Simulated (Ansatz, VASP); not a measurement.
# Two plane-wave programs on In4P

```
In P
1.0
    -3.29900    3.29900    3.29900
     3.29900   -3.29900    3.29900
     3.29900    3.29900   -3.29900
In P
4 1
Direct
  0.00000 0.00000 0.50000
  0.50000 0.00000 0.00000
  0.00000 0.50000 0.00000
  0.50000 0.50000 0.50000
  0.00000 0.00000 0.00000
```

Change from the starting cell: species swapped into the Hg4Pt type (Im-3m, No. 229).

Alike in both runs: functional PBE; k mesh 8 × 8 × 8; occupations gaussian, width 0.1 eV; no spin polarisation.

Ansatz relaxed the structure, and its values are those at the end. VASP's run is a single point on that final structure, the one shown.

|  | VASP | Ansatz |
| --- | --- | --- |
| version | VASP 6.6.1 | Ansatz 0.2.0 |
| potentials or method | VASP PAW PBE potentials, release 64 (In_d, P), cutoff 520 eV | scalar-relativistic, plane waves, PAW |
| valence electrons in the cell | 57 | 57 |

|  | VASP | Ansatz | Ansatz less VASP |
| --- | --- | --- | --- |
| gap on the k mesh at the Fermi level (eV) | none | none | - |
| pressure (GPa) | 0.0 | 0.0 | +0.03 |

A gap of «none» marks a metal or a gap that the smearing closes.
